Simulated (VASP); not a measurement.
# Ni (Fmmm) in VASP: single point with PBE

Aim: the single point of Ni with PBE.

Everything below comes from runs of VASP 6.6.1. Logs are shortened: lines on timing, memory, paths and dates and some standing lists are left out, and cuts for length are marked.

## Step 1: The cell of the first run

Symmetry: Fmmm, No. 69, orthorhombic system. Conventional cell: a = 3.166 Å, b = 3.436 Å, c = 3.952 Å, α = 90.00°, β = 90.00°, γ = 90.00°. Within 3.2 Å of Ni (site symmetry mmm) lie 14 Ni at 2.34 to 3.17 Å.

## Step 2: Single point, PBE, collinear spin, ferromagnetic start

Input file INCAR:

```
SYSTEM = Ni
PREC     = Accurate       ! precision mode
ENCUT    = 520            ! plane-wave cutoff, eV
EDIFF    = 1E-6           ! SCF threshold, eV
ISMEAR   = 0              ! smearing method
SIGMA    = 0.15           ! smearing width, eV
LREAL    = .False.        ! projectors in reciprocal space
LASPH    = .True.         ! aspherical terms in the spheres
NELM     = 150            ! most SCF steps
ALGO     = Fast           ! electronic algorithm
ISIF     = 2              ! what is computed and relaxed
LWAVE    = .False.        ! write WAVECAR
LCHARG   = .True.         ! write CHGCAR
ISPIN    = 2              ! spin polarisation
MAGMOM   = 0.75           ! initial moments
LORBIT   = 11             ! projections on sites
LMAXMIX  = 4              ! l up to which the mixer works
GGA      = PE             ! functional
LELF     = .True.         ! ELF
LVHAR    = .True.       
NBANDS   = 15             ! bands
```

Input file KPOINTS:

```
regular mesh
0
Gamma
  22 22 22
  0 0 0
```

Input file POSCAR:

```
Ni
1.0
    0.0000000000      1.9759372926      1.5831421377
    1.7180610288      0.0000000000      1.5831421377
    1.7180610288      1.9759372926      0.0000000000
Ni
1
Direct
    0.0000000000      0.0000000000      0.0000000000
```

Potentials or basis: VASP PAW PBE potentials, release 64 (Ni).

Launch:

```
> cat potpaw_PBE.64/Ni/POTCAR > POTCAR
> mpirun -np 1 vasp_std > vasp.out
```

OUTCAR:

```text
SYSTEM = Ni
   PREC = Accurate
   ENCUT = 520
   EDIFF = 1E-6
   ISMEAR = 0
   LREAL = .False.
   LASPH = .True.
   NELM = 150
   ISIF = 2
   ISPIN = 2
   LORBIT = 11
   GGA = PE

 ion  position               nearest neighbor table
   1  0.000  0.000  0.000-

  LATTYP: Found a face centered orthorhombic cell.
 ALAT       =     3.1662842754
 B/A-ratio  =     1.0852222222
 C/A-ratio  =     1.2481111112

  Lattice vectors:

 A1 = (   1.7180610288,   1.9759372926,   0.0000000000)
 A2 = (   0.0000000000,   1.9759372926,   1.5831421377)
 A3 = (   1.7180610288,   0.0000000000,   1.5831421377)

Analysis of symmetry for initial positions (statically):
=====================================================================
 Subroutine PRICEL returns:
 Original cell was already a primitive cell.

 Routine SETGRP: Setting up the symmetry group for a
 face centered orthorhombic supercell.

 Subroutine GETGRP returns: Found  8 space group operations
 (whereof  8 operations were pure point group operations)
 out of a pool of  8 trial point group operations.

The static configuration has the point symmetry D_2h.

Analysis of symmetry for dynamics (positions and initial velocities):
=====================================================================
 Subroutine PRICEL returns:
 Original cell was already a primitive cell.

 Routine SETGRP: Setting up the symmetry group for a
 face centered orthorhombic supercell.

 Subroutine GETGRP returns: Found  8 space group operations
 (whereof  8 operations were pure point group operations)
 out of a pool of  8 trial point group operations.

The dynamic configuration has the point symmetry D_2h.

Analysis of structural, dynamic, and magnetic symmetry:
=====================================================================
 Subroutine PRICEL returns:
 Original cell was already a primitive cell.

 Routine SETGRP: Setting up the symmetry group for a
 face centered orthorhombic supercell.

 Subroutine GETGRP returns: Found  8 space group operations
 (whereof  8 operations were pure point group operations)
 out of a pool of  8 trial point group operations.

The overall configuration has the point symmetry D_2h.

 Subroutine INISYM returns: Found  8 space group operations
 (whereof  8 operations are pure point group operations),
 and found     1 'primitive' translations

----------------------------------------------------------------------------------------

                                     Primitive cell

  volume of cell :      10.7488

  direct lattice vectors                    reciprocal lattice vectors
     0.000000000  1.975937293  1.583142138    -0.291025750  0.253044467  0.315827611
     1.718061029  0.000000000  1.583142138     0.291025750 -0.253044467  0.315827611
     1.718061029  1.975937293  0.000000000     0.291025750  0.253044467 -0.315827611

  length of vectors
     2.531929543  2.336251854  2.618408273     0.498472236  0.498472236  0.498472236

  position of ions in fractional coordinates (direct lattice)
     0.000000000  0.000000000  0.000000000

  ion indices of the primitive-cell ions
   primitive index   ion index
                 1           1

----------------------------------------------------------------------------------------

 KPOINTS: regular mesh

Automatic generation of k-mesh.
 Grid dimensions read from file:
 generate k-points for:   22   22   22

 Generating k-lattice:

  Cartesian coordinates                     Fractional coordinates (reciprocal lattice)
    -0.013228443  0.011502021  0.014355801     0.045454545  0.000000000  0.000000000
     0.013228443 -0.011502021  0.014355801     0.000000000  0.045454545  0.000000000
     0.013228443  0.011502021 -0.014355801    -0.000000000 -0.000000000  0.045454545

  Length of vectors
     0.022657829  0.022657829  0.022657829

  Shift w.r.t. Gamma in fractional coordinates (k-lattice)
     0.000000000  0.000000000  0.000000000

 Subroutine IBZKPT returns following result:
 ===========================================

 Found   1530 irreducible k-points:

 Following reciprocal coordinates:
            Coordinates               Weight
  0.000000  0.000000  0.000000      1.000000
  0.045455  0.000000  0.000000      8.000000
  0.090909  0.000000  0.000000      8.000000
  0.136364 -0.000000  0.000000      8.000000
  0.181818  0.000000  0.000000      8.000000
  0.227273  0.000000  0.000000      8.000000
[... 16 lines left out ...]
  0.500000  0.045455  0.000000      8.000000
 -0.454545  0.045455  0.000000      8.000000
 [... further k-points ...]
   k-points           NKPTS =   1530   k-points in BZ     NKDIM =   1530   number of bands    NBANDS=     15
   number of dos      NEDOS =    301   number of ions     NIONS =      1
   total plane-waves  NPLWV =   7200
   dimension x,y,z NGX =    20 NGY =   18 NGZ =   20
   dimension x,y,z NGXF=    40 NGYF=   36 NGZF=   40
   ions per type =               1
   NGX,Y,Z   is equivalent  to a cutoff of  13.13, 12.81, 12.70 a.u.
   NGXF,Y,Z  is equivalent  to a cutoff of  26.26, 25.62, 25.40 a.u.
 SYSTEM =  Ni
   PREC   = accura    normal or accurate (medium, high low for compatibility)
   ISTART =      0    job   : 0-new  1-cont  2-samecut
   ICHARG =      2    charge: 1-file 2-atom 10-const
   ISPIN  =      2    spin polarized calculation?
   LNONCOLLINEAR =      F non collinear calculations
   LSORBIT =      F    spin-orbit coupling
   LASPH  =      T    aspherical Exc in radial PAW
   ENCUT  =  520.0 eV  38.22 Ry    6.18 a.u.   4.71  4.34  4.87*2*pi/ulx,y,z
   NELM   =    150;   NELMIN=  2; NELMDL= -5     # of ELM steps
   EDIFF  = 0.1E-05   stopping-criterion for ELM
   LREAL  =      F    real-space projection
   EDIFFG = 0.1E-04   stopping-criterion for IOM
   NSW    =      0    number of steps for IOM
   IBRION =     -1    ionic relax: 0-MD 1-quasi-New 2-CG
   NFREE  =      0    steps in history (QN), initial steepest desc. (CG)
   ISIF   =      2    stress and relaxation
   ISYM   =      2    0-nonsym 1-usesym 2-fastsym
   POTIM  = 0.5000    time-step for ionic-motion
   TEBEG  =    0.0;   TEEND  =   0.0 temperature during run
   PSTRESS=    0.0 pullay stress
   NELECT =      10.0000    total number of electrons
   NUPDOWN=      -1.0000    fix difference up-down
   EMIN   =  10.00;   EMAX   =-10.00  energy-range for DOS
   EFERMI =   0.00;   METHOD = LEGACY
   ISMEAR =     0;   SIGMA  =   0.15  broadening in eV -4-tet -1-fermi 0-gaus
   EFERMI_NEDOS =   21; number of points for ismear=-14 and -15
   IALGO  =     68    algorithm
   IMIX   =      4    mixing-type and parameters
     AMIX     =   0.40;   BMIX     =  1.00
     AMIX_MAG =   1.60;   BMIX_MAG =  1.00
  volume/ion in A,a.u.               =      10.75        72.54
  Fermi-wavevector in a.u.,A,eV,Ry     =   1.598163  3.020089 34.750960  2.554124
  Thomas-Fermi vector in A             =   2.695655
   LORBIT       =     11    0 simple, 1 ext, 2 COOP (PROOUT), +10 PAW based schemes
   GGA     = PE    functional components
   LHFCALC =     F    Hartree Fock is set to
   AEXX    =    0.0000 exact exchange contribution
   IVDW    =     0    specifies the selected vdW correction
   LEPSILON=     F    determine dielectric tensor
   LRPA    =     F    only Hartree local field effects (RPA)
 spin polarized calculation
 RMM-DIIS sequential band-by-band and
 Gauss-broadening in eV      SIGMA  =   0.15
  energy-cutoff  :      520.00
  volume of cell :       10.75
 maximum number of plane-waves:       306
   NGX =  9   NGY =  9   NGZ =  9

 number of electron      10.0000000 magnetization       0.7500000

 number of electron       9.9999995 magnetization       0.5712607

 Free energy of the ion-electron system (eV)
  ---------------------------------------------------
  ext. energy  EPLUGINS =         0.00000000
  ---------------------------------------------------
  free energy    TOTEN  =        -5.36815364 eV

  energy without entropy =       -5.34601039  energy(sigma->0) =       -5.35708201

 E-fermi :   9.5027     XC(G=0): -13.3192

 val. band max:        9.5020540990   @ k =  -0.0455   0.4545   0.4545
 cond. band min:       9.5028987391   @ k =   0.2273  -0.0455   0.1818
 fundamental gap:      0.0008446401
 Fermi energy:         9.5027260320

 spin component 1

 k-point     1 :       0.0000    0.0000    0.0000
  band No.  band energies     occupation
      1       0.4603      1.00000
      2       6.4324      1.00000
      3       7.4686      1.00000
      4       7.5559      1.00000
      5       7.8441      1.00000
      6       8.8385      1.00000
      7      34.1269      0.00000
      8      35.6309      0.00000
      9      37.6819      0.00000
     10      38.8620      0.00000
     11      40.2963      0.00000
     12      40.7833      0.00000
     13      40.7887      0.00000
     14      41.3976      0.00000
[... 401 lines left out ...]
      2       6.6077      1.00000
      3       7.6928      1.00000
      4       8.4464      1.00000
      5       9.1304      0.99978
      6       9.6443      0.09094
      7      15.9112      0.00000
      8      28.3941      0.00000
      9      33.8192      0.00000
     10      34.7981      0.00000
     11      37.4622      0.00000
     12      40.6380      0.00000
     13      47.0341      0.00000
     14      52.9666      0.00000
     15      55.3394      0.00000

 [... further k-points ...]

 spin component 2

 k-point     1 :       0.0000    0.0000    0.0000
  band No.  band energies     occupation
      1       0.4394      1.00000
      2       7.0849      1.00000
      3       8.1043      1.00000
      4       8.1700      1.00000
      5       8.4826      1.00000
      6       9.4022      0.82838
      7      33.9994      0.00000
      8      35.5116      0.00000
      9      37.6899      0.00000
     10      38.9357      0.00000
     11      40.3173      0.00000
     12      40.7418      0.00000
     13      40.8745      0.00000
     14      41.6393      0.00000
[... 401 lines left out ...]
      2       7.1796      1.00000
      3       8.1845      1.00000
      4       8.8769      1.00000
      5       9.8247      0.00120
      6       9.9439      0.00002
      7      16.2584      0.00000
      8      28.3966      0.00000
      9      33.8518      0.00000
     10      34.8609      0.00000
     11      37.5226      0.00000
     12      40.6828      0.00000
     13      47.0841      0.00000
     14      53.0150      0.00000
     15      55.4794      0.00000

 [... further k-points ...]

------------------------ aborting loop because EDIFF is reached ----------------------------------------

  FORCE on cell =-STRESS in cart. coord.  units (eV):
  Direction    XX          YY          ZZ          XY          YZ          ZX
  --------------------------------------------------------------------------------------
  -------------------------------------------------------------------------------------
  Total        0.9989491     -0.8789113      0.9672321      0.0000000      0.0000000     -0.0000000
  in kB      148.8991733   -131.0068486    144.1715772      0.0000000      0.0000000     -0.0000000
  external PRESSURE =      54.0213006 kB  Pullay stress =       0.0000000 kB

 VOLUME and BASIS-vectors are now :
 -----------------------------------------------------------------------------
  energy-cutoff  :      520.00
  volume of cell :       10.75
      direct lattice vectors                 reciprocal lattice vectors
     0.000000000  1.975937293  1.583142138    -0.291025750  0.253044467  0.315827611
     1.718061029  0.000000000  1.583142138     0.291025750 -0.253044467  0.315827611
     1.718061029  1.975937293  0.000000000     0.291025750  0.253044467 -0.315827611

 POSITION                                       TOTAL-FORCE (eV/Angst)
 -----------------------------------------------------------------------------------
      0.00000      0.00000      0.00000         0.000000      0.000000      0.000000
 -----------------------------------------------------------------------------------
    total drift:                                0.000000      0.000000     -0.000000

  FREE ENERGIE OF THE ION-ELECTRON SYSTEM (eV)
  ---------------------------------------------------
  free  energy   TOTEN  =        -5.3681536409 eV

  energy  without entropy=       -5.3460103875  energy(sigma->0) =       -5.35708201

 total charge

# of ion       s       p       d       tot
------------------------------------------
    1        0.503   0.505   8.337   9.345

 magnetization (x)

# of ion       s       p       d       tot
------------------------------------------
    1       -0.004  -0.020   0.604   0.580
```

It took 3.6 min on 1 thread of Intel Xeon 6975P-C (Granite Rapids), shared host; peak memory 0.45 GiB.

What came out:

| Property | Result |
| --- | --- |
| Free energy | -5.3682 eV |
| Pressure | 5.4 GPa |
| Net moment | 0.57 μB per cell |
| Site moments | Ni +0.58 μB |
| Valence electrons inside the program's atomic spheres | Ni 9.35 |

Levels at points of the mesh, in eV from the Fermi level:
Spin up:
```tsv
k point	band 3	band 4	band 5	band 6	band 7	band 8
(0.00, 0.00, 0.00)	-2.03	-1.95	-1.66	-0.66	24.62	26.13
(0.50, 0.00, 0.00)	-1.72	-0.69	-0.31	-0.14	6.04	18.96
(0.50, 0.50, 0.00)	-0.73	-0.52	0.05	5.23	12.25	12.72
(0.50, 0.00, 0.50)	-0.47	-0.39	-0.34	0.08	6.38	18.14
(0.00, 0.50, 0.50)	-0.86	-0.67	0.11	2.99	9.90	15.06
```
Spin down:
```tsv
k point	band 1	band 2	band 3	band 4	band 5	band 6	band 7	band 8	band 9	band 10
(0.00, 0.00, 0.00)	-9.06	-2.42	-1.40	-1.33	-1.02	-0.10	24.50	26.01	28.19	29.43
(0.50, 0.00, 0.00)	-4.40	-2.37	-1.16	-0.18	-0.02	0.39	6.41	18.95	24.69	25.02
(0.50, 0.50, 0.00)	-4.24	-3.67	0.04	0.09	0.83	5.23	12.43	12.77	12.87	18.24
(0.50, 0.00, 0.50)	-4.51	-3.52	0.04	0.19	0.23	0.45	6.68	18.13	18.45	22.91
(0.00, 0.50, 0.50)	-4.31	-3.32	-0.18	-0.11	0.89	2.96	10.14	15.03	15.22	20.15
```

Caveat: the cell differs from its parent crystal (strain +e along x and -e along y -0.0733, strain +e along z and -e/2 along x and y -0.1000); the cell stands under pressure.
